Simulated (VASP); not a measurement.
# Cu (Fm-3m) in VASP: a series of runs

Cu is run at these levels: PBE; tasks: single point.

Program: VASP 6.6.1. These are calculated values, not measurements. Logs are shortened: lines on timing, memory, paths and dates and some standing lists are left out, and cuts for length are marked.

### 1 The cell of the first run

It takes space group Fm-3m (No. 225, cubic). Conventional cell: a = 3.639 Å, b = 3.639 Å, c = 3.639 Å, α = 90.00°, β = 90.00°, γ = 90.00°. Within 3.4 Å of Cu (site symmetry m-3m) lie 12 Cu at 2.57 Å.

### 2 Single point, PBE

Contents of INCAR:

```
SYSTEM = Cu
ALGO = Normal ; EDIFF = 1E-7
ENCUT = 520 ; GGA = PE
ISIF = 2 ; ISMEAR = -1
LASPH = .TRUE. ; LCHARG = .FALSE.
LREAL = .FALSE. ; LWAVE = .FALSE.
NBANDS = 12 ; NELM = 60
PREC = Accurate ; SIGMA = 0.1
```

Contents of KPOINTS:

```
k-points
0
G
  13 13 13
  0 0 0
```

Contents of POSCAR:

```
Cu
1.0
    0.0000000000      1.8194705475      1.8194705475
    1.8194705475      0.0000000000      1.8194705475
    1.8194705475      1.8194705475      0.0000000000
Cu
1
Direct
    0.0000000000      0.0000000000      0.0000000000
```

Potentials or basis: VASP PAW PBE potentials, release 64 (Cu).

The run is started by

```sh
$ cat potpaw_PBE.64/Cu/POTCAR > POTCAR
$ mpirun -np 1 vasp_std > vasp.out
```

OUTCAR:

```text
SYSTEM = Cu
   EDIFF = 1E-7
   ENCUT = 520
   GGA = PE
   ISIF = 2
   ISMEAR = -1
   LASPH = .TRUE.
   LREAL = .FALSE.
   NELM = 60
   PREC = Accurate

 ion  position               nearest neighbor table
   1  0.000  0.000  0.000-

  LATTYP: Found a face centered cubic cell.
 ALAT       =     3.6389410950

  Lattice vectors:

 A1 = (   0.0000000000,   1.8194705475,   1.8194705475)
 A2 = (   1.8194705475,   0.0000000000,   1.8194705475)
 A3 = (   1.8194705475,   1.8194705475,   0.0000000000)

Analysis of symmetry for initial positions (statically):
=====================================================================
 Subroutine PRICEL returns:
 Original cell was already a primitive cell.

 Routine SETGRP: Setting up the symmetry group for a
 face centered cubic supercell.

 Subroutine GETGRP returns: Found 48 space group operations
 (whereof 48 operations were pure point group operations)
 out of a pool of 48 trial point group operations.

The static configuration has the point symmetry O_h .

Analysis of symmetry for dynamics (positions and initial velocities):
=====================================================================
 Subroutine PRICEL returns:
 Original cell was already a primitive cell.

 Routine SETGRP: Setting up the symmetry group for a
 face centered cubic supercell.

 Subroutine GETGRP returns: Found 48 space group operations
 (whereof 48 operations were pure point group operations)
 out of a pool of 48 trial point group operations.

The dynamic configuration has the point symmetry O_h .

 Subroutine INISYM returns: Found 48 space group operations
 (whereof 48 operations are pure point group operations),
 and found     1 'primitive' translations

----------------------------------------------------------------------------------------

                                     Primitive cell

  volume of cell :      12.0466

  direct lattice vectors                    reciprocal lattice vectors
     0.000000000  1.819470547  1.819470547    -0.274805218  0.274805218  0.274805218
     1.819470547  0.000000000  1.819470547     0.274805218 -0.274805218  0.274805218
     1.819470547  1.819470547  0.000000000     0.274805218  0.274805218 -0.274805218

  length of vectors
     2.573119925  2.573119925  2.573119925     0.475976599  0.475976599  0.475976599

  position of ions in fractional coordinates (direct lattice)
     0.000000000  0.000000000  0.000000000

  ion indices of the primitive-cell ions
   primitive index   ion index
                 1           1
[... 73 lines left out ...]
   LREAL  =      F    real-space projection
   EDIFFG = 0.1E-05   stopping-criterion for IOM
   NSW    =      0    number of steps for IOM
   IBRION =     -1    ionic relax: 0-MD 1-quasi-New 2-CG
   NFREE  =      0    steps in history (QN), initial steepest desc. (CG)
   ISIF   =      2    stress and relaxation
   ISYM   =      2    0-nonsym 1-usesym 2-fastsym
   POTIM  = 0.5000    time-step for ionic-motion
   TEBEG  =    0.0;   TEEND  =   0.0 temperature during run
   PSTRESS=    0.0 pullay stress
   NELECT =      11.0000    total number of electrons
   NUPDOWN=      -1.0000    fix difference up-down
   EMIN   =  10.00;   EMAX   =-10.00  energy-range for DOS
   EFERMI =   0.00;   METHOD = LEGACY
   ISMEAR =    -1;   SIGMA  =   0.10  broadening in eV -4-tet -1-fermi 0-gaus
   EFERMI_NEDOS =   21; number of points for ismear=-14 and -15
   IALGO  =     38    algorithm
   IMIX   =      4    mixing-type and parameters
     AMIX     =   0.40;   BMIX     =  1.00
     AMIX_MAG =   1.60;   BMIX_MAG =  1.00
  volume/ion in A,a.u.               =      12.05        81.29
  Fermi-wavevector in a.u.,A,eV,Ry     =   1.588245  3.001347 34.320977  2.522521
  Thomas-Fermi vector in A             =   2.687278
   LORBIT       =      0    0 simple, 1 ext, 2 COOP (PROOUT), +10 PAW based schemes
   GGA     = PE    functional components
   LHFCALC =     F    Hartree Fock is set to
   AEXX    =    0.0000 exact exchange contribution
   IVDW    =     0    specifies the selected vdW correction
   LEPSILON=     F    determine dielectric tensor
   LRPA    =     F    only Hartree local field effects (RPA)
 non-spin polarized calculation
  energy-cutoff  :      520.00
  volume of cell :       12.05
 maximum number of plane-waves:       334
   NGX =  9   NGY =  9   NGZ =  9

 number of electron      10.9999995 magnetization

 Free energy of the ion-electron system (eV)
  ---------------------------------------------------
  ext. energy  EPLUGINS =         0.00000000
  ---------------------------------------------------
  free energy    TOTEN  =        -3.73343232 eV

  energy without entropy =       -3.72395556  energy(sigma->0) =       -3.72869394

 E-fermi :   7.4553     XC(G=0): -12.6120

 val. band max:        7.3221937000   @ k =   0.4615   0.2308   0.0000
 cond. band min:       7.5291423060   @ k =   0.4615   0.3077   0.0000
 fundamental gap:      0.2069486060
 Fermi energy:         7.4553101375

 k-point     1 :       0.0000    0.0000    0.0000
  band No.  band energies     occupation
      1      -1.8593      2.00000
      2       4.3690      2.00000
      3       4.3690      2.00000
      4       4.3690      2.00000
      5       5.1655      2.00000
      6       5.1655      2.00000
      7      29.7778      0.00000
      8      32.2683      0.00000
      9      32.2683      0.00000
     10      32.2683      0.00000
     11      34.7446      0.00000
     12      34.7446      0.00000
[... 331 lines left out ...]
 k-point    24 :       0.4615    0.1538    0.0000
  band No.  band energies     occupation
      1       2.6205      2.00000
      2       4.0295      2.00000
      3       4.3830      2.00000
      4       4.6365      2.00000
      5       5.7325      2.00000
      6       7.0096      1.97708
      7      13.3159      0.00000
      8      24.0057      0.00000
      9      25.3001      0.00000
     10      27.5061      0.00000
     11      37.1357      0.00000
     12      37.2726      0.00000

 [... further k-points ...]
[... 5 lines left out ...]
  --------------------------------------------------------------------------------------
  -------------------------------------------------------------------------------------
  Total       -0.0463361     -0.0463361     -0.0463361      0.0000000      0.0000000      0.0000000
  in kB       -6.1626204     -6.1626204     -6.1626204      0.0000000      0.0000000      0.0000000
  external PRESSURE =      -6.1626204 kB  Pullay stress =       0.0000000 kB

 VOLUME and BASIS-vectors are now :
 -----------------------------------------------------------------------------
  energy-cutoff  :      520.00
  volume of cell :       12.05
      direct lattice vectors                 reciprocal lattice vectors
     0.000000000  1.819470547  1.819470547    -0.274805218  0.274805218  0.274805218
     1.819470547  0.000000000  1.819470547     0.274805218 -0.274805218  0.274805218
     1.819470547  1.819470547  0.000000000     0.274805218  0.274805218 -0.274805218

 POSITION                                       TOTAL-FORCE (eV/Angst)
 -----------------------------------------------------------------------------------
      0.00000      0.00000      0.00000         0.000000      0.000000     -0.000000
 -----------------------------------------------------------------------------------
    total drift:                                0.000000      0.000000      0.000000

  FREE ENERGIE OF THE ION-ELECTRON SYSTEM (eV)
  ---------------------------------------------------
  free  energy   TOTEN  =        -3.7334323227 eV

  energy  without entropy=       -3.7239555622  energy(sigma->0) =       -3.72869394
```

OSZICAR:

```text
N       E                     dE             d eps       ncg     rms          rms(c)
DAV:   1     0.415048632666E+02    0.41505E+02   -0.54929E+03  2280   0.153E+03
DAV:   2    -0.328262019894E+01   -0.44787E+02   -0.41202E+02  2060   0.202E+02
DAV:   3    -0.462253961804E+01   -0.13399E+01   -0.13268E+01  2380   0.394E+01
DAV:   4    -0.463125531205E+01   -0.87157E-02   -0.87147E-02  2316   0.286E+00
DAV:   5    -0.463133256706E+01   -0.77255E-04   -0.77254E-04  2368   0.275E-01    0.767E+00
DAV:   6    -0.413076810509E+01    0.50056E+00   -0.14849E+01  2424   0.725E+01    0.405E+00
DAV:   7    -0.374533144780E+01    0.38544E+00   -0.23866E+00  2408   0.290E+01    0.560E-01
DAV:   8    -0.373516810338E+01    0.10163E-01   -0.47186E-03  2372   0.110E+00    0.315E-01
DAV:   9    -0.373343088193E+01    0.17372E-02   -0.10776E-02  2496   0.180E+00    0.289E-02
DAV:  10    -0.373343321188E+01   -0.23299E-05   -0.38248E-05  2944   0.993E-02    0.850E-03
DAV:  11    -0.373343225714E+01    0.95474E-06   -0.94371E-07  2508   0.172E-02    0.298E-04
DAV:  12    -0.373343232267E+01   -0.65538E-07   -0.11655E-08  1416   0.134E-03
   1 F= -.37334323E+01 E0= -.37286939E+01  d E =-.947676E-02
```

stdout:

```text
POSCAR found type information on POSCAR Cu
 POSCAR found :  1 types and       1 ions
 scaLAPACK will be used
 LDA part: xc-table for (Slater+PW92), standard interpolation
 POSCAR, INCAR and KPOINTS ok, starting setup
 FFT: planning ... GRIDC
 FFT: planning ... GRID_SOFT
 FFT: planning ... GRID
 WAVECAR not read
 entering main loop
```

It took 7.1 s on 1 thread of Intel Xeon Platinum 8375C at 2.90GHz (Ice Lake), shared host; peak memory 0.12 GiB.

Results:

```
Free energy : -3.7334 eV
Pressure    : -0.6 GPa
```

### 3 Single point, PBE

This run uses another cell than the first one, of 12.28 Å³/atom, 1.020 times its volume.

INCAR: that of step 2 with these lines changed.

```diff
@@ -1,3 +1,3 @@
 SYSTEM = Cu
-ALGO = Normal ; EDIFF = 1E-7
+ALGO = Normal ; EDIFF = 1E-6
 ENCUT = 520 ; GGA = PE
```

KPOINTS is that of step 2.

Contents of POSCAR:

```
Cu
1.0
    0.0000000000      1.8312856224      1.8312856224
    1.8312856224      0.0000000000      1.8312856224
    1.8312856224      1.8312856224      0.0000000000
Cu
1
Direct
    0.0000000000      0.0000000000      0.0000000000
```

Potentials or basis: VASP PAW PBE potentials, release 64 (Cu).

The run is started by

```sh
$ cat potpaw_PBE.64/Cu/POTCAR > POTCAR
$ mpirun -np 1 vasp_std > vasp.out
```

It took 6.7 s on 1 thread of Intel Xeon Platinum 8375C at 2.90GHz (Ice Lake), shared host; peak memory 0.13 GiB.

It converged, with:

```
Free energy : -3.7308 eV
Pressure    : -3.1 GPa
```

Levels at points of the mesh, in eV from the Fermi level:
```csv
k point,band 2,band 3,band 4,band 5,band 6,band 7,band 8,band 9,band 10,band 11
"(0.00, 0.00, 0.00)",-3.02,-3.02,-3.02,-2.25,-2.25,22.17,24.51,24.51,24.51,26.98
```

### 4 Single point, PBE

This run uses another cell than the first one, of 12.52 Å³/atom, 1.039 times its volume.

Contents of INCAR:

```
SYSTEM = Cu
PREC = Accurate ; ENCUT = 520
EDIFF = 1E-6 ; ISMEAR = -1
SIGMA = 0.1 ; LREAL = .FALSE.
LASPH = .TRUE. ; NELM = 80
ALGO = Normal ; ISIF = 2
LWAVE = .FALSE. ; LCHARG = .TRUE.
GGA = PE ; LELF = .TRUE.
LVHAR = .TRUE. ; NBANDS = 12
```

Contents of KPOINTS:

```
Automatic mesh
0
G
  13 13 13
  0 0 0
```

Contents of POSCAR:

```
Cu
1.0
    0.0000000000      1.8429501765      1.8429501765
    1.8429501765      0.0000000000      1.8429501765
    1.8429501765      1.8429501765      0.0000000000
Cu
1
Direct
    0.0000000000      0.0000000000      0.0000000000
```

Potentials or basis: VASP PAW PBE potentials, release 64 (Cu).

The run is started by

```sh
$ cat potpaw_PBE.64/Cu/POTCAR > POTCAR
$ mpirun -np 1 vasp_std > vasp.out
```

OUTCAR:

```text
SYSTEM = Cu
   PREC = Accurate
   ENCUT = 520
   EDIFF = 1E-6
   ISMEAR = -1
   LREAL = .FALSE.
   LASPH = .TRUE.
   NELM = 80
   ISIF = 2
   GGA = PE

 ion  position               nearest neighbor table
   1  0.000  0.000  0.000-

  LATTYP: Found a face centered cubic cell.
 ALAT       =     3.6859003530

  Lattice vectors:

 A1 = (   0.0000000000,   1.8429501765,   1.8429501765)
 A2 = (   1.8429501765,   0.0000000000,   1.8429501765)
 A3 = (   1.8429501765,   1.8429501765,   0.0000000000)

Analysis of symmetry for initial positions (statically):
=====================================================================
 Subroutine PRICEL returns:
 Original cell was already a primitive cell.

 Routine SETGRP: Setting up the symmetry group for a
 face centered cubic supercell.

 Subroutine GETGRP returns: Found 48 space group operations
 (whereof 48 operations were pure point group operations)
 out of a pool of 48 trial point group operations.

The static configuration has the point symmetry O_h .

Analysis of symmetry for dynamics (positions and initial velocities):
=====================================================================
 Subroutine PRICEL returns:
[... 159 lines left out ...]
 Fermi energy:         6.9888027061

 k-point     1 :       0.0000    0.0000    0.0000
  band No.  band energies     occupation
      1      -2.0320      2.00000
      2       4.0232      2.00000
      3       4.0232      2.00000
      4       4.0232      2.00000
      5       4.7733      2.00000
      6       4.7733      2.00000
      7      29.0104      0.00000
      8      31.2075      0.00000
      9      31.2075      0.00000
     10      31.2075      0.00000
     11      33.6658      0.00000
     12      33.6658      0.00000
[... 331 lines left out ...]
 k-point    24 :       0.4615    0.1538    0.0000
  band No.  band energies     occupation
      1       2.3563      2.00000
      2       3.7118      2.00000
      3       4.0423      2.00000
      4       4.2766      2.00000
      5       5.3079      2.00000
      6       6.5583      1.97336
      7      12.6650      0.00000
      8      23.1644      0.00000
      9      24.3907      0.00000
     10      26.5870      0.00000
     11      36.0098      0.00000
     12      36.2025      0.00000

 [... further k-points ...]
[... 5 lines left out ...]
  --------------------------------------------------------------------------------------
  -------------------------------------------------------------------------------------
  Total       -0.4129973     -0.4129973     -0.4129973      0.0000000     -0.0000000      0.0000000
  in kB      -52.8551159    -52.8551159    -52.8551159      0.0000000     -0.0000000      0.0000000
  external PRESSURE =     -52.8551159 kB  Pullay stress =       0.0000000 kB

 VOLUME and BASIS-vectors are now :
 -----------------------------------------------------------------------------
  energy-cutoff  :      520.00
  volume of cell :       12.52
      direct lattice vectors                 reciprocal lattice vectors
     0.000000000  1.842950177  1.842950177    -0.271304133  0.271304133  0.271304133
     1.842950177  0.000000000  1.842950177     0.271304133 -0.271304133  0.271304133
     1.842950177  1.842950177  0.000000000     0.271304133  0.271304133 -0.271304133

 POSITION                                       TOTAL-FORCE (eV/Angst)
 -----------------------------------------------------------------------------------
      0.00000      0.00000      0.00000         0.000000     -0.000000     -0.000000
 -----------------------------------------------------------------------------------
    total drift:                                0.000000      0.000000      0.000000

  FREE ENERGIE OF THE ION-ELECTRON SYSTEM (eV)
  ---------------------------------------------------
  free  energy   TOTEN  =        -3.7246189803 eV

  energy  without entropy=       -3.7147837378  energy(sigma->0) =       -3.71970136
```

OSZICAR:

```text
N       E                     dE             d eps       ncg     rms          rms(c)
DAV:   1     0.430447703326E+02    0.43045E+02   -0.53700E+03  2224   0.152E+03
DAV:   2    -0.326933605895E+01   -0.46314E+02   -0.42727E+02  2060   0.200E+02
DAV:   3    -0.459507671837E+01   -0.13257E+01   -0.13194E+01  2404   0.391E+01
DAV:   4    -0.460311146456E+01   -0.80347E-02   -0.80340E-02  2340   0.269E+00
DAV:   5    -0.460319306178E+01   -0.81597E-04   -0.81597E-04  2440   0.275E-01    0.760E+00
DAV:   6    -0.415016637518E+01    0.45303E+00   -0.15288E+01  2404   0.728E+01    0.426E+00
DAV:   7    -0.373532613359E+01    0.41484E+00   -0.25290E+00  2408   0.297E+01    0.521E-01
DAV:   8    -0.372661969926E+01    0.87064E-02   -0.58832E-03  2440   0.135E+00    0.339E-01
DAV:   9    -0.372461982060E+01    0.19999E-02   -0.12820E-02  2496   0.195E+00    0.315E-02
DAV:  10    -0.372461968384E+01    0.13676E-06   -0.50428E-05  2988   0.117E-01    0.846E-03
DAV:  11    -0.372461898032E+01    0.70352E-06   -0.78851E-07  1860   0.153E-02
   1 F= -.37246190E+01 E0= -.37197014E+01  d E =-.983524E-02
```

stdout:

```text
POSCAR found type information on POSCAR Cu
 POSCAR found :  1 types and       1 ions
 scaLAPACK will be used
 LDA part: xc-table for (Slater+PW92), standard interpolation
 POSCAR, INCAR and KPOINTS ok, starting setup
 FFT: planning ... GRIDC
 FFT: planning ... GRID_SOFT
 FFT: planning ... GRID
 WAVECAR not read
 entering main loop
```

Wall time 7.2 s (1 thread of Intel Xeon Platinum 8375C at 2.90GHz (Ice Lake), shared host); peak memory 0.13 GiB.

What came out:

```yaml
Free_energy: -3.7246 eV
Pressure: -5.3 GPa
```

Levels at points of the mesh, in eV from the Fermi level:
```tsv
k point	band 4	band 5	band 6	band 7	band 8	band 9
(0.00, 0.00, 0.00)	-2.97	-2.22	-2.22	22.02	24.22	24.22
```

### 5 Overview

| cell | gap on the mesh (eV) | pressure (GPa) |
| --- | --- | --- |
| a = 2.573 Å, angles 60.0°, 1 atom | none | -0.6 |
| a = 2.590 Å, angles 60.0°, 1 atom | none | -3.1 |
| a = 2.606 Å, angles 60.0°, 1 atom | none | -5.3 |

Alike in all rows: task single point; level PBE; potentials or basis VASP PAW PBE potentials, release 64 (Cu); no spin polarisation; k mesh 13 × 13 × 13; cutoff (eV) 520; smearing fermi-dirac 0.1 eV.

Total energies depend on the potentials used, so only differences within one code and one set of settings carry meaning.
